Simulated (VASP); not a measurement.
# BaTiO3 (P4mm) in VASP: a series of runs

Aim: see how the results for BaTiO3 move with the level of theory and the settings. Levels: BLYP, RPBE. Tasks: single point.

All numbers are computed with VASP 6.6.1; they aren't measurements. Logs are shortened: lines on timing, memory, paths and dates and some standing lists are left out, and cuts for length are marked.

## 1. The cell of the first run

The structure is tetragonal, space group P4mm (No. 99). The conventional cell has a = 4.000 Å, b = 4.000 Å, c = 4.018 Å, α = 90.00°, β = 90.00°, γ = 90.00°. Ba (site symmetry 4mm) has 12 O at 2.79 to 2.88 Å and 8 Ti at 3.45 to 3.49 Å within 3.7 Å. Ti (site symmetry 4mm) has 6 O at 1.89 to 2.13 Å within 2.5 Å. Within 2.5 Å of O (site symmetry 4mm) lie 2 Ti at 1.89 to 2.13 Å. O (site symmetry 2mm) has 2 Ti at 2.00 Å within 2.7 Å.

## 2. Single point, BLYP

Input file INCAR:

```
SYSTEM = BaTiO3
PREC     = Accurate       ! precision mode
ENCUT    = 520            ! plane-wave cutoff, eV
EDIFF    = 1E-6           ! SCF threshold, eV
ISMEAR   = 0              ! smearing method
SIGMA    = 0.01           ! smearing width, eV
LREAL    = .False.        ! projectors in reciprocal space
LASPH    = .True.         ! aspherical terms in the spheres
NELM     = 100            ! most SCF steps
ALGO     = Normal         ! electronic algorithm
ISIF     = 2              ! what is computed and relaxed
LWAVE    = .False.        ! write WAVECAR
LCHARG   = .False.        ! write CHGCAR
GGA      = B5             ! functional
ALDAX    = 1.0          
AGGAX    = 1.0          
AGGAC    = 1.0          
ALDAC    = 0.0          
NBANDS   = 28             ! bands
```

Input file KPOINTS:

```
Automatic mesh
0
Gamma
  4 4 4
  0 0 0
```

Input file POSCAR:

```
BaTiO3
1.0
    3.9998000000      0.0000000000      0.0000000000
    0.0000000000      3.9998000000      0.0000000000
    0.0000000000      0.0000000000      4.0180000000
Ba Ti O
1 1 3
Direct
    0.0000000000      0.0000000000      0.0000000000
    0.5000000000      0.5000000000      0.4900000000
    0.5000000000      0.5000000000      0.0190000000
    0.5000000000      0.0000000000      0.5170000000
    0.0000000000      0.5000000000      0.5170000000
```

Potentials or basis: VASP PAW PBE potentials, release 64 (Ba_sv, Ti_sv, O).

Run with:

```console
$ cat potpaw_PBE.64/Ba_sv/POTCAR potpaw_PBE.64/Ti_sv/POTCAR potpaw_PBE.64/O/POTCAR > POTCAR
$ mpirun -np 1 vasp_std > vasp.out
```

OUTCAR:

```text
SYSTEM = BaTiO3
   PREC = Accurate
   ENCUT = 520
   EDIFF = 1E-6
   ISMEAR = 0
   LREAL = .False.
   LASPH = .True.
   NELM = 100
   ISIF = 2
   GGA = B5

 ion  position               nearest neighbor table
   1  0.000  0.000  0.000-   4 2.79   5 2.79   5 2.79   4 2.79   3 2.83   3 2.83   3 2.83   3 2.83
                             4 2.88   5 2.88   5 2.88   4 2.88   2 3.45   2 3.45   2 3.45   2 3.45
   2  0.500  0.500  0.490-   3 1.89   4 2.00   5 2.00   4 2.00   5 2.00   3 2.13   1 3.45   1 3.45
                             1 3.45   1 3.45   1 3.49   1 3.49   1 3.49   1 3.49
   3  0.500  0.500  0.019-   2 1.89   2 2.13   1 2.83   1 2.83   1 2.83   1 2.83
   4  0.500  0.000  0.517-   2 2.00   2 2.00   1 2.79   1 2.79   1 2.88   1 2.88
   5  0.000  0.500  0.517-   2 2.00   2 2.00   1 2.79   1 2.79   1 2.88   1 2.88

  LATTYP: Found a simple tetragonal cell.
 ALAT       =     3.9998000000
 C/A-ratio  =     1.0045502275

  Lattice vectors:

 A1 = (   3.9998000000,   0.0000000000,   0.0000000000)
 A2 = (   0.0000000000,   3.9998000000,   0.0000000000)
 A3 = (   0.0000000000,   0.0000000000,   4.0180000000)

Analysis of symmetry for initial positions (statically):
=====================================================================
 Subroutine PRICEL returns:
 Original cell was already a primitive cell.

 Routine SETGRP: Setting up the symmetry group for a
 simple tetragonal supercell.

 Subroutine GETGRP returns: Found  8 space group operations
 (whereof  8 operations were pure point group operations)
 out of a pool of 16 trial point group operations.

The static configuration has the point symmetry C_4v.

Analysis of symmetry for dynamics (positions and initial velocities):
=====================================================================
 Subroutine PRICEL returns:
 Original cell was already a primitive cell.

 Routine SETGRP: Setting up the symmetry group for a
 simple tetragonal supercell.

 Subroutine GETGRP returns: Found  8 space group operations
 (whereof  8 operations were pure point group operations)
 out of a pool of 16 trial point group operations.

The dynamic configuration has the point symmetry C_4v.

 Subroutine INISYM returns: Found  8 space group operations
 (whereof  8 operations are pure point group operations),
 and found     1 'primitive' translations

----------------------------------------------------------------------------------------

                                     Primitive cell

  volume of cell :      64.2816

  direct lattice vectors                    reciprocal lattice vectors
     3.999800000  0.000000000  0.000000000     0.250012501  0.000000000  0.000000000
     0.000000000  3.999800000  0.000000000     0.000000000  0.250012501  0.000000000
     0.000000000  0.000000000  4.018000000     0.000000000  0.000000000  0.248880040

  length of vectors
     3.999800000  3.999800000  4.018000000     0.250012501  0.250012501  0.248880040

  position of ions in fractional coordinates (direct lattice)
     0.000000000  0.000000000  0.000000000
     0.500000000  0.500000000  0.490000000
     0.500000000  0.500000000  0.019000000
     0.500000000  0.000000000  0.517000000
     0.000000000  0.500000000  0.517000000

  ion indices of the primitive-cell ions
   primitive index   ion index
                 1           1
                 2           2
                 3           3
                 4           4
                 5           5

----------------------------------------------------------------------------------------

 KPOINTS: Automatic mesh

Automatic generation of k-mesh.
 Grid dimensions read from file:
 generate k-points for:    4    4    4

 Generating k-lattice:

  Cartesian coordinates                     Fractional coordinates (reciprocal lattice)
     0.062503125  0.000000000  0.000000000     0.250000000  0.000000000  0.000000000
     0.000000000  0.062503125  0.000000000     0.000000000  0.250000000  0.000000000
     0.000000000  0.000000000  0.062220010     0.000000000  0.000000000  0.250000000

  Length of vectors
     0.062503125  0.062503125  0.062220010

  Shift w.r.t. Gamma in fractional coordinates (k-lattice)
     0.000000000  0.000000000  0.000000000

 Subroutine IBZKPT returns following result:
 ===========================================

 Found     18 irreducible k-points:

 Following reciprocal coordinates:
            Coordinates               Weight
  0.000000  0.000000  0.000000      1.000000
  0.250000  0.000000  0.000000      4.000000
  0.500000  0.000000  0.000000      2.000000
  0.250000  0.250000  0.000000      4.000000
  0.500000  0.250000  0.000000      4.000000
  0.500000  0.500000  0.000000      1.000000
[... 10 lines left out ...]
  0.500000  0.250000  0.500000      4.000000
  0.500000  0.500000  0.500000      1.000000
   k-points           NKPTS =     18   k-points in BZ     NKDIM =     18   number of bands    NBANDS=     28
   number of dos      NEDOS =    301   number of ions     NIONS =      5
   total plane-waves  NPLWV =  27000
   dimension x,y,z NGX =    30 NGY =   30 NGZ =   30
   dimension x,y,z NGXF=    60 NGYF=   60 NGZF=   60
   ions per type =               1   1   3
   NGX,Y,Z   is equivalent  to a cutoff of  12.47, 12.47, 12.41 a.u.
   NGXF,Y,Z  is equivalent  to a cutoff of  24.94, 24.94, 24.83 a.u.
 SYSTEM =  BaTiO3
   PREC   = accura    normal or accurate (medium, high low for compatibility)
   ISTART =      0    job   : 0-new  1-cont  2-samecut
   ICHARG =      2    charge: 1-file 2-atom 10-const
   ISPIN  =      1    spin polarized calculation?
   LNONCOLLINEAR =      F non collinear calculations
   LSORBIT =      F    spin-orbit coupling
   LASPH  =      T    aspherical Exc in radial PAW
   ENCUT  =  520.0 eV  38.22 Ry    6.18 a.u.   7.44  7.44  7.47*2*pi/ulx,y,z
   NELM   =    100;   NELMIN=  2; NELMDL= -5     # of ELM steps
   EDIFF  = 0.1E-05   stopping-criterion for ELM
   LREAL  =      F    real-space projection
   EDIFFG = 0.1E-04   stopping-criterion for IOM
   NSW    =      0    number of steps for IOM
   IBRION =     -1    ionic relax: 0-MD 1-quasi-New 2-CG
   NFREE  =      0    steps in history (QN), initial steepest desc. (CG)
   ISIF   =      2    stress and relaxation
   ISYM   =      2    0-nonsym 1-usesym 2-fastsym
   POTIM  = 0.5000    time-step for ionic-motion
   TEBEG  =    0.0;   TEEND  =   0.0 temperature during run
   PSTRESS=    0.0 pullay stress
   NELECT =      40.0000    total number of electrons
   NUPDOWN=      -1.0000    fix difference up-down
   EMIN   =  10.00;   EMAX   =-10.00  energy-range for DOS
   EFERMI =   0.00;   METHOD = LEGACY
   ISMEAR =     0;   SIGMA  =   0.01  broadening in eV -4-tet -1-fermi 0-gaus
   EFERMI_NEDOS =   21; number of points for ismear=-14 and -15
   IALGO  =     38    algorithm
   IMIX   =      4    mixing-type and parameters
     AMIX     =   0.40;   BMIX     =  1.00
     AMIX_MAG =   1.60;   BMIX_MAG =  1.00
  volume/ion in A,a.u.               =      12.86        86.76
  Fermi-wavevector in a.u.,A,eV,Ry     =   1.397653  2.641181 26.578078  1.953434
  Thomas-Fermi vector in A             =   2.520888
   LORBIT       =      0    0 simple, 1 ext, 2 COOP (PROOUT), +10 PAW based schemes
   GGA     = B5    functional components
   LHFCALC =     F    Hartree Fock is set to
   AEXX    =    0.0000 exact exchange contribution
   IVDW    =     0    specifies the selected vdW correction
   LEPSILON=     F    determine dielectric tensor
   LRPA    =     F    only Hartree local field effects (RPA)
 non-spin polarized calculation
 Gauss-broadening in eV      SIGMA  =   0.01
  energy-cutoff  :      520.00
  volume of cell :       64.28
 maximum number of plane-waves:      1755
 NGX is ok and might be reduce to    30
   NGX = 15   NGY = 15   NGZ = 15

 number of electron      39.9999977 magnetization

 Free energy of the ion-electron system (eV)
  ---------------------------------------------------
  ext. energy  EPLUGINS =         0.00000000
  ---------------------------------------------------
  free energy    TOTEN  =       -38.05110358 eV

  energy without entropy =      -38.05110358  energy(sigma->0) =      -38.05110358

 E-fermi :   4.3284     XC(G=0): -10.7184

 val. band max:        4.1921887483   @ k =   0.5000   0.5000   0.5000
 cond. band min:       5.9772558086   @ k =   0.0000   0.0000   0.0000
 fundamental gap:      1.7850670603
 Fermi energy:         4.3284184589

 k-point     1 :       0.0000    0.0000    0.0000
  band No.  band energies     occupation
      1     -52.2418      2.00000
      2     -28.6247      2.00000
      3     -28.5978      2.00000
      4     -28.5978      2.00000
      5     -20.6377      2.00000
      6     -12.6082      2.00000
[... 20 lines left out ...]
     27       9.4324      0.00000
     28      11.8156      0.00000

 k-point     2 :       0.2500    0.0000    0.0000
  band No.  band energies     occupation
      1     -52.2413      2.00000
      2     -28.6243      2.00000
      3     -28.6231      2.00000
      4     -28.5969      2.00000
      5     -20.5806      2.00000
      6     -12.6897      2.00000
[... 20 lines left out ...]
     27      10.4910      0.00000
     28      12.6280      0.00000

 k-point     3 :       0.5000    0.0000    0.0000
  band No.  band energies     occupation
      1     -52.2407      2.00000
      2     -28.6493      2.00000
      3     -28.6227      2.00000
      4     -28.5959      2.00000
      5     -20.5219      2.00000
      6     -12.8463      2.00000
[... 20 lines left out ...]
     27      11.8942      0.00000
     28      12.4866      0.00000

 k-point     4 :       0.2500    0.2500    0.0000
  band No.  band energies     occupation
      1     -52.2407      2.00000
      2     -28.6236      2.00000
      3     -28.6220      2.00000
      4     -28.6219      2.00000
      5     -20.5333      2.00000
      6     -12.5971      2.00000
[... 392 lines left out ...]
     27      12.4948      0.00000
     28      12.6205      0.00000

 k-point    17 :       0.5000    0.2500    0.5000
  band No.  band energies     occupation
      1     -52.2393      2.00000
      2     -28.6696      2.00000
      3     -28.6449      2.00000
      4     -28.6190      2.00000
      5     -20.4181      2.00000
      6     -11.9782      2.00000
[... 20 lines left out ...]
     27      12.3623      0.00000
     28      12.4877      0.00000

 k-point    18 :       0.5000    0.5000    0.5000
  band No.  band energies     occupation
      1     -52.2388      2.00000
      2     -28.6683      2.00000
      3     -28.6437      2.00000
      4     -28.6437      2.00000
      5     -20.3851      2.00000
      6     -11.7800      2.00000
[... 20 lines left out ...]
     27      11.7140      0.00000
     28      11.9293      0.00000

------------------------ aborting loop because EDIFF is reached ----------------------------------------

  FORCE on cell =-STRESS in cart. coord.  units (eV):
  Direction    XX          YY          ZZ          XY          YZ          ZX
  --------------------------------------------------------------------------------------
  -------------------------------------------------------------------------------------
  Total        3.8608980      3.8608980      4.2922276      0.0000000      0.0000000      0.0000000
  in kB       96.2304305     96.2304305    106.9810474      0.0000000      0.0000000      0.0000000
  external PRESSURE =      99.8139694 kB  Pullay stress =       0.0000000 kB

 VOLUME and BASIS-vectors are now :
 -----------------------------------------------------------------------------
  energy-cutoff  :      520.00
  volume of cell :       64.28
      direct lattice vectors                 reciprocal lattice vectors
     3.999800000  0.000000000  0.000000000     0.250012501  0.000000000  0.000000000
     0.000000000  3.999800000  0.000000000     0.000000000  0.250012501  0.000000000
     0.000000000  0.000000000  4.018000000     0.000000000  0.000000000  0.248880040

 POSITION                                       TOTAL-FORCE (eV/Angst)
 -----------------------------------------------------------------------------------
      0.00000      0.00000      0.00000        -0.000000      0.000000      0.082218
      1.99990      1.99990      1.96882        -0.000000     -0.000000     -0.122572
      1.99990      1.99990      0.07634        -0.000000     -0.000000      0.225083
      1.99990      0.00000      2.07731        -0.000000      0.000000     -0.092364
      0.00000      1.99990      2.07731         0.000000      0.000000     -0.092364
 -----------------------------------------------------------------------------------
    total drift:                                0.000000      0.000000     -0.000196

  FREE ENERGIE OF THE ION-ELECTRON SYSTEM (eV)
  ---------------------------------------------------
  free  energy   TOTEN  =       -38.0511035774 eV

  energy  without entropy=      -38.0511035774  energy(sigma->0) =      -38.05110358
```

Wall time 41 s (1 thread of Intel Xeon Platinum 8488C (Sapphire Rapids), shared host); peak memory 0.17 GiB.

Results:

| Property | Result |
| --- | --- |
| Free energy | -38.0511 eV |
| Pressure | 10.0 GPa |
| Largest force | 0.225 eV/Å |
| Band gap on the k mesh | 1.79 eV, indirect (least direct gap 2.07 eV) |

Forces in eV/Å, atoms in the order of the input:
```
Ba   0.000  0.000  0.082
Ti   0.000  0.000 -0.123
O    0.000  0.000  0.225
O    0.000  0.000 -0.092
O    0.000  0.000 -0.092
```

Stress tensor (GPa, compression positive):
```
 9.62  0.00  0.00
 0.00  9.62  0.00
 0.00  0.00 10.70
```

Levels at points of the mesh, in eV from the valence-band top:
| k point | band 17 | band 18 | band 19 | band 20 | band 21 | band 22 | band 23 | band 24 |
| --- | --- | --- | --- | --- | --- | --- | --- | --- |
| (0.00, 0.00, 0.00) | -1.11 | -0.30 | -0.28 | -0.28 | 1.79 | 2.00 | 2.00 | 3.90 |
| (0.50, 0.00, 0.00) | -1.80 | -1.69 | -0.93 | -0.83 | 2.12 | 3.44 | 3.48 | 3.96 |
| (0.50, 0.50, 0.00) | -1.72 | -0.95 | -0.95 | -0.09 | 3.49 | 3.49 | 3.88 | 4.66 |
| (0.00, 0.00, 0.50) | -1.90 | -1.89 | -0.69 | -0.69 | 1.93 | 3.50 | 3.50 | 3.90 |
| (0.50, 0.00, 0.50) | -1.67 | -0.88 | -0.86 | -0.17 | 3.46 | 3.51 | 3.87 | 4.77 |
| (0.50, 0.50, 0.50) | -2.38 | -0.08 | -0.08 | 0.00 | 4.10 | 4.10 | 4.10 | 6.69 |

Caveat: the PAW data sets were made with another functional, which shifts forces and pressure a little; spin-orbit coupling is left out, which moves the levels of the heavy elements.

(Continued in part 2 of 2.)
